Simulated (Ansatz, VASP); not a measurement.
## One calculation of Sb, two programs

Contents of INCAR:

```
SYSTEM = Sb
PREC = Accurate ; ENCUT = 520
EDIFF = 1E-6 ; ISMEAR = -1
SIGMA = 0.05 ; LREAL = .False.
LASPH = .True. ; NELM = 80
ALGO = Normal ; ISIF = 2
LWAVE = .False. ; LCHARG = .True.
GGA = PS ; LELF = .True.
LVHAR = .True. ; NBANDS = 12
```

KPOINTS

```
Automatic mesh
0
Gamma
  8 8 8
  0 0 0
```

Contents of POSCAR:

```
Sb
1.0
    2.1542000000      1.2437279499      3.7580000000
   -2.1542000000      1.2437279499      3.7580000000
    0.0000000000     -2.4874558998      3.7580000000
Sb
2
Direct
    0.7665100000      0.7665100000      0.7665100000
    0.2334900000      0.2334900000      0.2334900000
```

The input input.yaml:

```yaml
crystal:
  lattice:
    - [2.1542, 1.2437279499, 3.758]
    - [-2.1542, 1.2437279499, 3.758]
    - [0.0, -2.4874558998, 3.758]
  atoms:
    - { symbol: Sb, position: [0.76651, 0.76651, 0.76651] }
    - { symbol: Sb, position: [0.23349, 0.23349, 0.23349] }
hamiltonian:
  xc: pbesol
  pseudopotentials: { kind: paw }
kpoints:
  mp_grid: { grid: [8, 8, 8] }
  band_path:
    path:
      - [[0.0, 0.0, 0.0], [0.5, 0.0, 0.0], [0.5, 0.2396873643, -0.2396873643]]
      - [[0.7603126357, 0.5, 0.2396873643], [0.5, 0.5, 0.5], [0.0, 0.0, 0.0], [0.3698436821, 0.0, -0.3698436821]]
      - [[0.6301563179, 0.3698436821, 0.0], [0.5, 0.5, 0.0], [0.6301563179, 0.6301563179, 0.2396873643], [0.5, 0.5, 0.5]]
      - [[0.5, 0.0, 0.0], [0.7603126357, 0.3698436821, 0.3698436821]]
    npoints: 14
scf:
  occupations: { method: fermi_dirac, width: 0.05 }
  n_extra_bands: 6
output:
  forces: true
  stress: true
  eigenvalues: true
  fatbands: true
```

Alike in both runs: functional PBEsol; k mesh 8 × 8 × 8; occupations fermi-dirac, width 0.05 eV; no spin polarisation.

```csv
,VASP,Ansatz
version,VASP 6.6.1,Ansatz 0.2.0
potentials or method,"VASP PAW PBE potentials, release 64 (Sb)",Ansatz PAW
plane-wave cutoff (eV),520,420
valence electrons in the cell,10,30
task,single point,band structure
```

```tsv
	VASP	Ansatz	Ansatz less VASP
gap on the k mesh at the Fermi level (eV)	none	none	-
pressure (GPa)	0.2	0.0	-0.19
traceless stress, the component that is largest in VASP (GPa)	-0.42	-0.36	+0.061
rms of the force components (eV/Å)	0.091	0.060	-0.0307
```

VASP's potentials were made for PBE, not for PBEsol. Atom by atom the forces differ by 0.031 eV/Å (rms over components). A gap of «none» marks a metal or a gap that the smearing closes. VASP's potentials hold 10 valence electrons a cell and Ansatz's 30, so a difference there can come from the potentials and not from the codes.

Neither program's run includes spin-orbit coupling.
